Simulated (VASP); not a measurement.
# TiO2 (Fd-3m) in VASP: a series of runs

Runs on TiO2. Level: LDA. Tasks: single point, relaxation of cell and atoms.

Everything below comes from runs of VASP 6.6.1. Logs are shortened: lines on timing, memory, paths and dates and some standing lists are left out, and cuts for length are marked.

## (1) The cell of the first run

The structure is cubic, space group Fd-3m (No. 227). The conventional cell has a = 8.257 Å, b = 8.257 Å, c = 8.257 Å, α = 90.00°, β = 90.00°, γ = 90.00°. Within 2.6 Å of Ti (site symmetry -3m) lie 6 O at 1.94 Å. O (site symmetry 3m) has 3 Ti at 1.94 Å and 3 O at 2.56 Å within 2.6 Å.

## (2) Single point, LDA

INCAR reads:

```
PREC = Accurate
ENCUT = 910
EDIFF = 1E-6
ISMEAR = 0
SIGMA = 0.1
LREAL = False
LASPH = True
NELM = 120
ALGO = Normal
ISIF = 2
LWAVE = False
LCHARG = False
NBANDS = 60
GGA_COMPAT = False
```

KPOINTS reads:

```
regular mesh
0
Gamma
  4 4 4
```

POSCAR reads:

```
TiO2
1.0
    0.0000000000      4.1282903163      4.1282903163
    4.1282903163      0.0000000000      4.1282903163
    4.1282903163      4.1282903163      0.0000000000
Ti O
4 8
Direct
    0.6250000000      0.6250000000      0.1250000000
    0.1250000000      0.6250000000      0.6250000000
    0.6250000000      0.1250000000      0.6250000000
    0.6250000000      0.6250000000      0.6250000000
    0.3905074967      0.3905074967      0.3905074967
    0.3905074967      0.8284775100      0.3905074967
    0.3905074967      0.3905074967      0.8284775100
    0.8284775100      0.3905074967      0.3905074967
    0.8594925033      0.8594925033      0.4215224900
    0.4215224900      0.8594925033      0.8594925033
    0.8594925033      0.4215224900      0.8594925033
    0.8594925033      0.8594925033      0.8594925033
```

Potentials or basis: VASP PAW LDA potentials, release 64 (Ti_sv, O_h).

On the command line:

```bash
$ cat potpaw_LDA.64/Ti_sv/POTCAR potpaw_LDA.64/O_h/POTCAR > POTCAR
$ mpirun -np 1 vasp_std > vasp.out
```

OUTCAR:

```text
PREC = Accurate
   ENCUT = 910
   EDIFF = 1E-6
   ISMEAR = 0
   LREAL = False
   LASPH = True
   NELM = 120
   ISIF = 2

 ion  position               nearest neighbor table
   1  0.625  0.625  0.125-   5 1.94  12 1.94   8 1.94  10 1.94  11 1.94   6 1.94   4 2.92   2 2.92
                             3 2.92   4 2.92   3 2.92   2 2.92
   2  0.125  0.625  0.625-   5 1.94  12 1.94   7 1.94   9 1.94  11 1.94   6 1.94   4 2.92   1 2.92
                             3 2.92   1 2.92   3 2.92   4 2.92
   3  0.625  0.125  0.625-   5 1.94  12 1.94   8 1.94   9 1.94  10 1.94   7 1.94   4 2.92   1 2.92
                             1 2.92   2 2.92   4 2.92   2 2.92
   4  0.625  0.625  0.625-   6 1.94   8 1.94  10 1.94  11 1.94   7 1.94   9 1.94   1 2.92   2 2.92
                             3 2.92   1 2.92   3 2.92   2 2.92
   5  0.391  0.391  0.391-   1 1.94   2 1.94   3 1.94
   6  0.391  0.828  0.391-   4 1.94   2 1.94   1 1.94
   7  0.391  0.391  0.828-   4 1.94   3 1.94   2 1.94
   8  0.828  0.391  0.391-   4 1.94   3 1.94   1 1.94
   9  0.859  0.859  0.422-   4 1.94   3 1.94   2 1.94
  10  0.422  0.859  0.859-   4 1.94   3 1.94   1 1.94
  11  0.859  0.422  0.859-   4 1.94   2 1.94   1 1.94
  12  0.859  0.859  0.859-   1 1.94   2 1.94   3 1.94

  LATTYP: Found a face centered cubic cell.
 ALAT       =     8.2565806326

  Lattice vectors:

 A1 = (   0.0000000000,   4.1282903163,   4.1282903163)
 A2 = (   4.1282903163,   0.0000000000,   4.1282903163)
 A3 = (   4.1282903163,   4.1282903163,   0.0000000000)

Analysis of symmetry for initial positions (statically):
=====================================================================
 Subroutine PRICEL returns:
 Original cell was already a primitive cell.

 Routine SETGRP: Setting up the symmetry group for a
 face centered cubic supercell.

 Subroutine GETGRP returns: Found 48 space group operations
 (whereof 24 operations were pure point group operations)
 out of a pool of 48 trial point group operations.

The static configuration has the point symmetry T_d .
 The point group associated with its full space group is O_h .

Analysis of symmetry for dynamics (positions and initial velocities):
=====================================================================
 Subroutine PRICEL returns:
 Original cell was already a primitive cell.

 Routine SETGRP: Setting up the symmetry group for a
 face centered cubic supercell.

 Subroutine GETGRP returns: Found 48 space group operations
 (whereof 24 operations were pure point group operations)
 out of a pool of 48 trial point group operations.

The dynamic configuration has the point symmetry T_d .
 The point group associated with its full space group is O_h .

 Subroutine INISYM returns: Found 48 space group operations
 (whereof 24 operations are pure point group operations),
 and found     1 'primitive' translations

----------------------------------------------------------------------------------------

                                     Primitive cell

  volume of cell :     140.7151

  direct lattice vectors                    reciprocal lattice vectors
     0.000000000  4.128290316  4.128290316    -0.121115513  0.121115513  0.121115513
     4.128290316  0.000000000  4.128290316     0.121115513 -0.121115513  0.121115513
     4.128290316  4.128290316  0.000000000     0.121115513  0.121115513 -0.121115513

  length of vectors
     5.838284155  5.838284155  5.838284155     0.209778222  0.209778222  0.209778222

  position of ions in fractional coordinates (direct lattice)
     0.625000000  0.625000000  0.125000000
     0.125000000  0.625000000  0.625000000
     0.625000000  0.125000000  0.625000000
     0.625000000  0.625000000  0.625000000
     0.390507497  0.390507497  0.390507497
     0.390507497  0.828477510  0.390507497
     0.390507497  0.390507497  0.828477510
     0.828477510  0.390507497  0.390507497
     0.859492503  0.859492503  0.421522490
     0.421522490  0.859492503  0.859492503
     0.859492503  0.421522490  0.859492503
     0.859492503  0.859492503  0.859492503

  ion indices of the primitive-cell ions
   primitive index   ion index
                 1           1
                 2           2
                 3           3
                 4           4
                 5           5
                 6           6
                 7           7
                 8           8
                 9           9
                10          10
                11          11
                12          12

----------------------------------------------------------------------------------------

 KPOINTS: regular mesh

Automatic generation of k-mesh.
 Grid dimensions read from file:
 generate k-points for:    4    4    4

 Generating k-lattice:

  Cartesian coordinates                     Fractional coordinates (reciprocal lattice)
    -0.030278878  0.030278878  0.030278878     0.250000000  0.000000000  0.000000000
     0.030278878 -0.030278878  0.030278878     0.000000000  0.250000000  0.000000000
     0.030278878  0.030278878 -0.030278878     0.000000000  0.000000000  0.250000000

  Length of vectors
     0.052444556  0.052444556  0.052444556

  Shift w.r.t. Gamma in fractional coordinates (k-lattice)
     0.000000000  0.000000000  0.000000000

 Subroutine IBZKPT returns following result:
 ===========================================

 Found      8 irreducible k-points:

 Following reciprocal coordinates:
            Coordinates               Weight
  0.000000  0.000000  0.000000      1.000000
  0.250000  0.000000  0.000000      8.000000
  0.500000  0.000000  0.000000      4.000000
  0.250000  0.250000  0.000000      6.000000
  0.500000  0.250000  0.000000     24.000000
 -0.250000  0.250000  0.000000     12.000000
  0.500000  0.500000  0.000000      3.000000
 -0.250000  0.500000  0.250000      6.000000
   k-points           NKPTS =      8   k-points in BZ     NKDIM =      8   number of bands    NBANDS=     60
   number of dos      NEDOS =    301   number of ions     NIONS =     12
   total plane-waves  NPLWV = 216000
   dimension x,y,z NGX =    60 NGY =   60 NGZ =   60
   dimension x,y,z NGXF=   120 NGYF=  120 NGZF=  120
   ions per type =               4   8
   NGX,Y,Z   is equivalent  to a cutoff of  17.09, 17.09, 17.09 a.u.
   NGXF,Y,Z  is equivalent  to a cutoff of  34.17, 34.17, 34.17 a.u.
 SYSTEM =  unknown system
   PREC   = accura    normal or accurate (medium, high low for compatibility)
   ISTART =      0    job   : 0-new  1-cont  2-samecut
   ICHARG =      2    charge: 1-file 2-atom 10-const
   ISPIN  =      1    spin polarized calculation?
   LNONCOLLINEAR =      F non collinear calculations
   LSORBIT =      F    spin-orbit coupling
   LASPH  =      T    aspherical Exc in radial PAW
   ENCUT  =  910.0 eV  66.88 Ry    8.18 a.u.  14.36 14.36 14.36*2*pi/ulx,y,z
   NELM   =    120;   NELMIN=  2; NELMDL= -5     # of ELM steps
   EDIFF  = 0.1E-05   stopping-criterion for ELM
   LREAL  =      F    real-space projection
   EDIFFG = 0.1E-04   stopping-criterion for IOM
   NSW    =      0    number of steps for IOM
   IBRION =     -1    ionic relax: 0-MD 1-quasi-New 2-CG
   NFREE  =      0    steps in history (QN), initial steepest desc. (CG)
   ISIF   =      2    stress and relaxation
   ISYM   =      2    0-nonsym 1-usesym 2-fastsym
   POTIM  = 0.5000    time-step for ionic-motion
   TEBEG  =    0.0;   TEEND  =   0.0 temperature during run
   PSTRESS=    0.0 pullay stress
   NELECT =      96.0000    total number of electrons
   NUPDOWN=      -1.0000    fix difference up-down
   EMIN   =  10.00;   EMAX   =-10.00  energy-range for DOS
   EFERMI =   0.00;   METHOD = LEGACY
   ISMEAR =     0;   SIGMA  =   0.10  broadening in eV -4-tet -1-fermi 0-gaus
   EFERMI_NEDOS =   21; number of points for ismear=-14 and -15
   IALGO  =     38    algorithm
   IMIX   =      4    mixing-type and parameters
     AMIX     =   0.40;   BMIX     =  1.00
     AMIX_MAG =   1.60;   BMIX_MAG =  1.00
  volume/ion in A,a.u.               =      11.73        79.13
  Fermi-wavevector in a.u.,A,eV,Ry     =   1.441180  2.723436 28.259313  2.077001
  Thomas-Fermi vector in A             =   2.559841
   LORBIT       =      0    0 simple, 1 ext, 2 COOP (PROOUT), +10 PAW based schemes
   GGA     = CA    functional components
   LHFCALC =     F    Hartree Fock is set to
   AEXX    =    0.0000 exact exchange contribution
   IVDW    =     0    specifies the selected vdW correction
   LEPSILON=     F    determine dielectric tensor
   LRPA    =     F    only Hartree local field effects (RPA)
 non-spin polarized calculation
 Gauss-broadening in eV      SIGMA  =   0.10
  energy-cutoff  :      910.00
  volume of cell :      140.72
 maximum number of plane-waves:      8836
 NGX is ok and might be reduce to    60
   NGX = 29   NGY = 29   NGZ = 29

 number of electron      96.0000007 magnetization

 Free energy of the ion-electron system (eV)
  ---------------------------------------------------
  ext. energy  EPLUGINS =         0.00000000
  ---------------------------------------------------
  free energy    TOTEN  =      -115.40633267 eV

  energy without entropy =     -115.40633267  energy(sigma->0) =     -115.40633267

 E-fermi :   3.3598     XC(G=0): -11.0407

 val. band max:        2.7461640528   @ k =   0.5000   0.0000   0.0000
 cond. band min:       4.5150649930   @ k =   0.0000   0.0000   0.0000
 fundamental gap:      1.7689009403
 Fermi energy:         3.3598033143

 k-point     1 :       0.0000    0.0000    0.0000
  band No.  band energies     occupation
      1     -52.6951      2.00000
      2     -52.5925      2.00000
      3     -52.5925      2.00000
      4     -52.5925      2.00000
      5     -29.9947      2.00000
      6     -29.5802      2.00000
[... 52 lines left out ...]
     59       6.9197      0.00000
     60       6.9197      0.00000

 k-point     2 :       0.2500    0.0000    0.0000
  band No.  band energies     occupation
      1     -52.6844      2.00000
      2     -52.6034      2.00000
      3     -52.5925      2.00000
      4     -52.5925      2.00000
      5     -29.9214      2.00000
      6     -29.5555      2.00000
[... 52 lines left out ...]
     59       6.8757      0.00000
     60       7.0196      0.00000

 k-point     3 :       0.5000    0.0000    0.0000
  band No.  band energies     occupation
      1     -52.6696      2.00000
      2     -52.6184      2.00000
      3     -52.5925      2.00000
      4     -52.5925      2.00000
      5     -29.8379      2.00000
      6     -29.4929      2.00000
[... 52 lines left out ...]
     59       6.8747      0.00000
     60       7.1420      0.00000

 k-point     4 :       0.2500    0.2500    0.0000
  band No.  band energies     occupation
      1     -52.6802      2.00000
      2     -52.6077      2.00000
      3     -52.5925      2.00000
      4     -52.5925      2.00000
      5     -29.8888      2.00000
      6     -29.5787      2.00000
[... 52 lines left out ...]
     59       6.9544      0.00000
     60       6.9544      0.00000

 k-point     5 :       0.5000    0.2500    0.0000
  band No.  band energies     occupation
      1     -52.6622      2.00000
      2     -52.6259      2.00000
      3     -52.5926      2.00000
      4     -52.5925      2.00000
      5     -29.7754      2.00000
      6     -29.5649      2.00000
[... 52 lines left out ...]
     59       6.9496      0.00000
     60       7.0960      0.00000

 k-point     6 :      -0.2500    0.2500    0.0000
  band No.  band energies     occupation
      1     -52.6696      2.00000
      2     -52.6184      2.00000
      3     -52.5926      2.00000
      4     -52.5925      2.00000
      5     -29.8229      2.00000
      6     -29.5489      2.00000
[... 52 lines left out ...]
     59       6.9795      0.00000
     60       7.0847      0.00000

 k-point     7 :       0.5000    0.5000    0.0000
  band No.  band energies     occupation
      1     -52.6441      2.00000
      2     -52.6441      2.00000
      3     -52.5926      2.00000
      4     -52.5926      2.00000
      5     -29.6634      2.00000
      6     -29.6634      2.00000
[... 52 lines left out ...]
     59       7.0273      0.00000
     60       7.0273      0.00000

 k-point     8 :      -0.2500    0.5000    0.2500
  band No.  band energies     occupation
      1     -52.6441      2.00000
      2     -52.6441      2.00000
      3     -52.5926      2.00000
      4     -52.5926      2.00000
      5     -29.6547      2.00000
      6     -29.6547      2.00000
[... 52 lines left out ...]
     59       7.0231      0.00000
     60       7.0231      0.00000

------------------------ aborting loop because EDIFF is reached ----------------------------------------

  FORCE on cell =-STRESS in cart. coord.  units (eV):
  Direction    XX          YY          ZZ          XY          YZ          ZX
  --------------------------------------------------------------------------------------
  -------------------------------------------------------------------------------------
  Total        0.5422894      0.5422894      0.5422894      0.0000000      0.0000000     -0.0000000
  in kB        6.1744886      6.1744886      6.1744886      0.0000000      0.0000000     -0.0000000
  external PRESSURE =       6.1744886 kB  Pullay stress =       0.0000000 kB

 VOLUME and BASIS-vectors are now :
 -----------------------------------------------------------------------------
  energy-cutoff  :      910.00
  volume of cell :      140.72
      direct lattice vectors                 reciprocal lattice vectors
     0.000000000  4.128290316  4.128290316    -0.121115513  0.121115513  0.121115513
     4.128290316  0.000000000  4.128290316     0.121115513 -0.121115513  0.121115513
     4.128290316  4.128290316  0.000000000     0.121115513  0.121115513 -0.121115513

 POSITION                                       TOTAL-FORCE (eV/Angst)
 -----------------------------------------------------------------------------------
      3.09622      3.09622      5.16036         0.000000      0.000000      0.000000
      5.16036      3.09622      3.09622         0.000000      0.000000      0.000000
      3.09622      5.16036      3.09622         0.000000      0.000000      0.000000
      5.16036      5.16036      5.16036         0.000000      0.000000      0.000000
      3.22426      3.22426      3.22426        -0.091923     -0.091923     -0.091923
      5.03232      3.22426      5.03232         0.091923     -0.091923      0.091923
      5.03232      5.03232      3.22426         0.091923      0.091923     -0.091923
      3.22426      5.03232      5.03232        -0.091923      0.091923      0.091923
      5.28840      5.28840      7.09647        -0.091923     -0.091923      0.091923
      7.09647      5.28840      5.28840         0.091923     -0.091923     -0.091923
      5.28840      7.09647      5.28840        -0.091923      0.091923     -0.091923
      7.09647      7.09647      7.09647         0.091923      0.091923      0.091923
 -----------------------------------------------------------------------------------
    total drift:                                0.000000      0.000000     -0.000000

  FREE ENERGIE OF THE ION-ELECTRON SYSTEM (eV)
  ---------------------------------------------------
  free  energy   TOTEN  =      -115.4063326712 eV

  energy  without entropy=     -115.4063326712  energy(sigma->0) =     -115.40633267
```

Run time: 5.9 min. Hardware: 1 thread of Intel Xeon Platinum 8488C (Sapphire Rapids), shared host; peak memory 0.42 GiB.

Results:

```yaml
Free_energy: -115.4063 eV
Pressure: 0.6 GPa
Largest_force: 0.159 eV/Å
Band_gap_on_the_k_mesh: 1.77 eV (least direct gap 1.80 eV)
```

Forces in eV/Å, atoms in the order of the input:
```
Ti   0.000  0.000  0.000
Ti   0.000  0.000  0.000
Ti   0.000  0.000  0.000
Ti   0.000  0.000  0.000
O   -0.092 -0.092 -0.092
O    0.092 -0.092  0.092
O    0.092  0.092 -0.092
O   -0.092  0.092  0.092
O   -0.092 -0.092  0.092
O    0.092 -0.092 -0.092
O   -0.092  0.092 -0.092
O    0.092  0.092  0.092
```

Caveat: the cutoff is under 1.25 times the usual one of these potentials, so pressure, stress and relaxed cells hold a basis-set (Pulay) error.

(Part 1 of 2 ends here.)
